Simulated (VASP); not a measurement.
Here is a VASP 6.6.1 calculation.

INCAR

```
SYSTEM = Mg16O16F
  ALGO = Normal
  EDIFF = 1E-7
  ENCUT = 520
  GGA = PE
  ISIF = 2
  ISMEAR = -1
  ISPIN = 2
  LASPH = .TRUE.
  LCHARG = .FALSE.
  LORBIT = 11
  LREAL = Auto
  LUSENCCL = .FALSE.
  LWAVE = .FALSE.
  MAGMOM = 0 0 0 0 0 0 0 0 0 0 0 0 0 0 0 0 0 0 0 0 0 0.04 0.01 0 0 0.01 0.64 0.04 0 0 0.04 0.01 0.17
  NBANDS = 94
  NELM = 150
  NUPDOWN = 1.0
  PREC = Accurate
  SIGMA = 0.01
```

File KPOINTS:

```
Automatic mesh
0
Gamma
  2 2 2
  0.5 0.5 0.5
```

The input POSCAR:

```
Mg16O16F
1.0
   -4.2543812300      4.2543812300      4.2543812300
    4.2543812300     -4.2543812300      4.2543812300
    4.2543812300      4.2543812300     -4.2543812300
Mg O F
16 16 1
Direct
    0.0040980700      0.0046521000      0.0067040300
    0.0019817200      0.2531270700      0.7553325900
    0.0025293500      0.5038622400      0.5059255200
    0.0046352500      0.7544440000      0.2566505200
    0.2525589700      0.0025245400      0.7553268400
    0.2340891000      0.2346418400      0.5014283900
    0.2380974100      0.5038653200      0.2405020000
    0.2527170600      0.7545962900      0.0060700900
    0.5033080500      0.0030730000      0.5059134000
    0.5033057300      0.2386246200      0.2404880400
    0.5032973800      0.5038578400      0.0046410600
    0.5033121300      0.7730718300      0.7706539800
    0.7538927900      0.0051897400      0.2566608700
    0.7540586800      0.2532766400      0.0060708900
    0.7725167700      0.5038647100      0.7706475800
    0.7685383300      0.7690979500      0.5057237700
    0.0033310100      0.0038861500      0.5066402900
    0.0071466000      0.2563010500      0.2588645000
    0.0032760000      0.5038623300      0.0066178100
   -0.0005300800      0.7524642700      0.7550267000
    0.2557429700      0.0077007600      0.2588633400
    0.2410406300      0.2415888000     -0.0139912000
    0.2361318900      0.5038612700      0.7616102900
    0.2547064000      0.7514219500      0.5064252900
    0.5033071100      0.0038291300      0.0066139700
    0.5033057200      0.2366840900      0.7616047200
    0.5033255000      0.5038625200      0.3928380300
    0.5033102800      0.7661375900      0.2482872100
    0.7519067400      0.0000255400      0.7550255400
    0.7508667800      0.2552610500      0.5064258300
    0.7655644700      0.5038585000      0.2482628700
    0.7704774800      0.7710332300      0.0287749000
    0.5032977200      0.5038523800      0.6517328700
```

Potentials or basis: VASP PAW PBE potentials, release 64 (Mg, O, F).

Command:

```sh
$ cat potpaw_PBE.64/Mg/POTCAR potpaw_PBE.64/O/POTCAR potpaw_PBE.64/F/POTCAR > POTCAR
$ mpirun -np 1 vasp_std > vasp.out
```

(1) What does it give for the largest force?

(2) Predict the pressure.

Answers

(1) 0.031 eV/Å.

(2) 7.9 GPa.

Caveat: the k points lie up to 0.52 Å⁻¹ apart; the total moment is fixed, so each spin has its own Fermi level and the state may be an excited one.
